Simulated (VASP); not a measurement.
A run of VASP 6.6.1:

File INCAR:

```
SYSTEM = GeB6P8
  ALGO = Normal
  EDIFF = 1E-7
  ENCUT = 520
  GGA = PS
  ISIF = 2
  ISMEAR = -1
  ISPIN = 2
  ISYM = 0
  LASPH = .True.
  LCHARG = .False.
  LORBIT = 11
  LREAL = Auto
  LWAVE = .False.
  MAGMOM = 0 0 0 0 0 0 0 0.4 0.4 0 0.4 0 0 0.4 0.4
  NBANDS = 53
  NELM = 150
  PREC = Accurate
  SIGMA = 0.05
```

KPOINTS

```
Automatic mesh
0
Gamma
  1 1 1
  0.25 0.25 0.25
```

POSCAR

```
GeB6P8
1.0
    9.0403780000      0.0000000000      0.0000000000
    0.0000000000      4.5201890000      0.0000000000
    0.0000000000      0.0000000000      4.5201890000
B P Ge
6 8 1
Direct
    0.0102060000      0.0236830000      0.9977570000
    0.2364670000      0.5188010000      0.9815450000
    0.7437090000      0.4951320000      0.9826600000
    0.2461760000      0.0042610000      0.5014910000
    0.7497120000      0.9902800000      0.4980360000
    0.0025670000      0.5017680000      0.4975030000
    0.1302980000      0.2472630000      0.2525050000
    0.6241450000      0.2509310000      0.2568350000
    0.3779450000      0.7503170000      0.2273240000
    0.8767580000      0.7511140000      0.2426430000
    0.3608840000      0.2698890000      0.7506390000
    0.8691330000      0.2533440000      0.7528960000
    0.1237820000      0.7395760000      0.7642370000
    0.6302710000      0.7448380000      0.7444500000
    0.4938930000      0.5290170000      0.4876280000
```

Potentials or basis: VASP PAW PBE potentials, release 64 (B, P, Ge_d).

Launch:

```sh
$ cat potpaw_PBE.64/B/POTCAR potpaw_PBE.64/P/POTCAR potpaw_PBE.64/Ge_d/POTCAR > POTCAR
$ mpirun -np 1 vasp_std > vasp.out
```

Hardware: 1 thread of Intel(R) Xeon(R) Platinum 8259CL CPU @ 2.50GHz (Skylake/Cascade Lake) (shared host).

Problem. Estimate the wall time of this run.

Solution. It took 2.3 min on 1 thread of Intel(R) Xeon(R) Platinum 8259CL CPU @ 2.50GHz (Skylake/Cascade Lake), with other jobs on the host, peak memory 0.37 GiB. Counts: scf iterations 17, k points 4.
